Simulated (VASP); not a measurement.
## BaRe: single point with r2SCAN

BaRe:

```
Ba Re
1.0
     3.70457    0.00000    0.00000
     0.00000    3.70457    0.00000
     0.00000    0.00000    3.70457
Ba Re
1 1
Direct
  0.00000 0.00000 0.00000
  0.50000 0.50000 0.50000
```

- Program: VASP 6.6.1
- Task: single point
- Functional: r2SCAN
- Potentials or basis: VASP PAW PBE potentials, release 64 (Ba_sv, Re)
- Cutoff: 520 eV
- k mesh: 10 × 10 × 10
- Occupations: gaussian, width 0.05 eV
- Spin: no spin polarisation

```
Pressure               : 1.9 GPa
Band gap on the k mesh : zero (an odd number of electrons rules out a gap without spin polarisation)
```

Levels at points of the mesh, in eV from the Fermi level:
| k point | band 6 | band 7 | band 8 | band 9 | band 10 | band 11 |
| --- | --- | --- | --- | --- | --- | --- |
| (0.00, 0.00, 0.00) | -2.58 | -2.58 | -0.05 | -0.05 | -0.05 | 4.61 |
| (0.50, 0.00, 0.00) | -1.12 | -0.23 | 0.13 | 0.13 | 0.32 | 1.65 |
| (0.50, 0.50, 0.00) | -1.79 | -1.19 | -1.19 | 1.36 | 1.39 | 3.98 |
| (0.50, 0.50, 0.50) | -0.25 | -0.25 | 0.10 | 0.10 | 0.10 | 1.45 |

Run time: 94 s on 1 thread of Intel(R) Xeon(R) Platinum 8488C (Sapphire Rapids), on a shared host, peak memory 0.2 GiB.

Caveat: the PAW data sets were made with another functional, which shifts forces and pressure a little; spin-orbit coupling is left out, which moves the levels of the heavy elements.
